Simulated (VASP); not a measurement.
# Ca3GeN (Pm-3m) in VASP: a series of runs, part 2 of 3

VASP 6.6.1.

## (3) Single point, LDA

This run uses another cell than the first one, of 22.07 Å³/atom.

Input file INCAR:

```
PREC = Accurate
ENCUT = 520
EDIFF = 1E-7
ISMEAR = -1
SIGMA = 0.1
LREAL = F
LASPH = T
NELM = 80
ALGO = Normal
ISIF = 2
LWAVE = F
LCHARG = F
NBANDS = 32
```

Input file KPOINTS:

```
Automatic mesh
0
Gamma
  5 5 5
```

Input file POSCAR:

```
Ca3GeN
1.0
    4.7966183120      0.0000000000      0.0000000000
    0.0000000000      4.7966183120      0.0000000000
    0.0000000000      0.0000000000      4.7966183120
Ca Ge N
3 1 1
Direct
    0.0000000000      0.5000000000      0.5000000000
    0.5000000000      0.0000000000      0.5000000000
    0.5000000000      0.5000000000      0.0000000000
    0.0000000000      0.0000000000      0.0000000000
    0.5000000000      0.5000000000      0.5000000000
```

Potentials or basis: VASP PAW LDA potentials, release 64 (Ca_sv, Ge_d, N).

Launch:

```
cat potpaw_LDA.64/Ca_sv/POTCAR potpaw_LDA.64/Ge_d/POTCAR potpaw_LDA.64/N/POTCAR > POTCAR
mpirun -np 1 vasp_std > vasp.out
```

OUTCAR:

```text
PREC = Accurate
   ENCUT = 520
   EDIFF = 1E-7
   ISMEAR = -1
   LREAL = F
   LASPH = T
   NELM = 80
   ISIF = 2

 ion  position               nearest neighbor table
   1  0.000  0.500  0.500-   5 2.40   5 2.40
   2  0.500  0.000  0.500-   5 2.40   5 2.40
   3  0.500  0.500  0.000-   5 2.40   5 2.40
   4  0.000  0.000  0.000-
   5  0.500  0.500  0.500-   1 2.40   2 2.40   3 2.40   3 2.40   2 2.40   1 2.40

  LATTYP: Found a simple cubic cell.
 ALAT       =     4.7966183120

  Lattice vectors:

 A1 = (   4.7966183120,   0.0000000000,   0.0000000000)
 A2 = (   0.0000000000,   4.7966183120,   0.0000000000)
 A3 = (   0.0000000000,   0.0000000000,   4.7966183120)

Analysis of symmetry for initial positions (statically):
=====================================================================
 Subroutine PRICEL returns:
 Original cell was already a primitive cell.

 Routine SETGRP: Setting up the symmetry group for a
 simple cubic supercell.

 Subroutine GETGRP returns: Found 48 space group operations
 (whereof 48 operations were pure point group operations)
 out of a pool of 48 trial point group operations.

The static configuration has the point symmetry O_h .

Analysis of symmetry for dynamics (positions and initial velocities):
=====================================================================
 Subroutine PRICEL returns:
 Original cell was already a primitive cell.

 Routine SETGRP: Setting up the symmetry group for a
 simple cubic supercell.

 Subroutine GETGRP returns: Found 48 space group operations
 (whereof 48 operations were pure point group operations)
 out of a pool of 48 trial point group operations.

The dynamic configuration has the point symmetry O_h .

 Subroutine INISYM returns: Found 48 space group operations
 (whereof 48 operations are pure point group operations),
 and found     1 'primitive' translations

----------------------------------------------------------------------------------------

[... 105 lines left out ...]
  Fermi-wavevector in a.u.,A,eV,Ry     =   1.248931  2.360137 21.222749  1.559828
  Thomas-Fermi vector in A             =   2.382995
   LORBIT       =      0    0 simple, 1 ext, 2 COOP (PROOUT), +10 PAW based schemes
   GGA     = CA    functional components
   LHFCALC =     F    Hartree Fock is set to
   AEXX    =    0.0000 exact exchange contribution
   IVDW    =     0    specifies the selected vdW correction
   LEPSILON=     F    determine dielectric tensor
   LRPA    =     F    only Hartree local field effects (RPA)
 non-spin polarized calculation
  energy-cutoff  :      520.00
  volume of cell :      110.36
 maximum number of plane-waves:      2995
 NGX is ok and might be reduce to    36
   NGX = 17   NGY = 17   NGZ = 17

 number of electron      48.9999968 magnetization

 Free energy of the ion-electron system (eV)
  ---------------------------------------------------
  ext. energy  EPLUGINS =         0.00000000
  ---------------------------------------------------
  free energy    TOTEN  =       -25.26099033 eV

  energy without entropy =      -25.15229706  energy(sigma->0) =      -25.20664369

 E-fermi :   2.8772     XC(G=0):  -9.8934

 val. band max:        2.8745297814   @ k =   0.4000   0.2000   0.0000
 cond. band min:       2.9468964526   @ k =   0.4000   0.0000   0.0000
 fundamental gap:      0.0723666712
 Fermi energy:         2.8771857478

 k-point     1 :       0.0000    0.0000    0.0000
  band No.  band energies     occupation
      1     -36.4467      2.00000
      2     -36.3480      2.00000
      3     -36.3480      2.00000
      4     -20.4492      2.00000
      5     -20.4492      2.00000
      6     -20.4492      2.00000
[... 339 lines left out ...]
     31       7.0404      0.00000
     32       7.0953      0.00000

------------------------ aborting loop because EDIFF is reached ----------------------------------------

  FORCE on cell =-STRESS in cart. coord.  units (eV):
  Direction    XX          YY          ZZ          XY          YZ          ZX
  --------------------------------------------------------------------------------------
  -------------------------------------------------------------------------------------
  Total       -2.3647426     -2.3647426     -2.3647426      0.0000000      0.0000000     -0.0000000
  in kB      -34.3311986    -34.3311986    -34.3311986      0.0000000      0.0000000     -0.0000000
  external PRESSURE =     -34.3311986 kB  Pullay stress =       0.0000000 kB

 VOLUME and BASIS-vectors are now :
 -----------------------------------------------------------------------------
  energy-cutoff  :      520.00
  volume of cell :      110.36
      direct lattice vectors                 reciprocal lattice vectors
     4.796618312  0.000000000  0.000000000     0.208480211  0.000000000  0.000000000
     0.000000000  4.796618312  0.000000000     0.000000000  0.208480211  0.000000000
     0.000000000  0.000000000  4.796618312     0.000000000  0.000000000  0.208480211

 POSITION                                       TOTAL-FORCE (eV/Angst)
 -----------------------------------------------------------------------------------
      0.00000      2.39831      2.39831         0.000000      0.000000      0.000000
      2.39831      0.00000      2.39831         0.000000      0.000000      0.000000
      2.39831      2.39831      0.00000         0.000000      0.000000      0.000000
      0.00000      0.00000      0.00000         0.000000      0.000000      0.000000
      2.39831      2.39831      2.39831         0.000000      0.000000      0.000000
 -----------------------------------------------------------------------------------
    total drift:                                0.000000      0.000000      0.000000

  FREE ENERGIE OF THE ION-ELECTRON SYSTEM (eV)
  ---------------------------------------------------
  free  energy   TOTEN  =       -25.2609903315 eV

  energy  without entropy=      -25.1522970557  energy(sigma->0) =      -25.20664369
```

OSZICAR:

```text
N       E                     dE             d eps       ncg     rms          rms(c)
DAV:   1     0.539233593943E+03    0.53923E+03   -0.23422E+04   720   0.225E+03
DAV:   2     0.416740376724E+02   -0.49756E+03   -0.47830E+03   656   0.678E+02
DAV:   3    -0.255660823711E+02   -0.67240E+02   -0.66159E+02   984   0.166E+02
DAV:   4    -0.297224520265E+02   -0.41564E+01   -0.41324E+01   856   0.448E+01
DAV:   5    -0.300045177406E+02   -0.28207E+00   -0.28195E+00  1128   0.915E+00    0.118E+01
DAV:   6    -0.257297400668E+02    0.42748E+01   -0.29652E+01   776   0.169E+01    0.632E+00
DAV:   7    -0.254114272745E+02    0.31831E+00   -0.31884E+00   768   0.647E+00    0.286E+00
DAV:   8    -0.252703082754E+02    0.14112E+00   -0.69999E-01   792   0.436E+00    0.687E-01
DAV:   9    -0.252634807340E+02    0.68275E-02   -0.74206E-02   888   0.133E+00    0.440E-01
DAV:  10    -0.252623428450E+02    0.11379E-02   -0.38766E-02   880   0.913E-01    0.167E-01
DAV:  11    -0.252609583038E+02    0.13845E-02   -0.84034E-03   784   0.558E-01    0.792E-02
DAV:  12    -0.252610188850E+02   -0.60581E-04   -0.84857E-04  1000   0.165E-01    0.283E-02
DAV:  13    -0.252609917909E+02    0.27094E-04   -0.20600E-04   864   0.872E-02    0.866E-03
DAV:  14    -0.252609904690E+02    0.13219E-05   -0.16408E-05   776   0.230E-02    0.343E-03
DAV:  15    -0.252609903509E+02    0.11816E-06   -0.21000E-06   808   0.690E-03    0.150E-03
DAV:  16    -0.252609903315E+02    0.19355E-07   -0.20675E-07   584   0.344E-03
   1 F= -.25260990E+02 E0= -.25206644E+02  d E =-.108693E+00
```

stdout:

```text
POSCAR found type information on POSCAR CaGeN
 POSCAR found :  3 types and       5 ions
 scaLAPACK will be used
 LDA part: xc-table for (Slater(with rela. corr.)+CA(PZ))
 , standard interpolation
 POSCAR, INCAR and KPOINTS ok, starting setup
 FFT: planning ... GRIDC
 FFT: planning ... GRID_SOFT
 FFT: planning ... GRID
 WAVECAR not read
 entering main loop
```

It took 60 s on 1 thread of Intel Xeon 8259CL, shared host; peak memory 0.19 GiB.

Results:

```
Free energy            : -25.2610 eV
Pressure               : -3.4 GPa
Band gap on the k mesh : zero (an odd number of electrons rules out a gap without spin polarisation)
```

Levels at points of the mesh, in eV from the Fermi level:
```csv
k point,band 22,band 23,band 24,band 25,band 26,band 27,band 28,band 29
"(0.00, 0.00, 0.00)",-0.69,1.08,1.08,1.08,1.11,1.11,2.07,2.07
```

Caveat: the cell stands under tension.

(Part 2 of 3 ends here.)
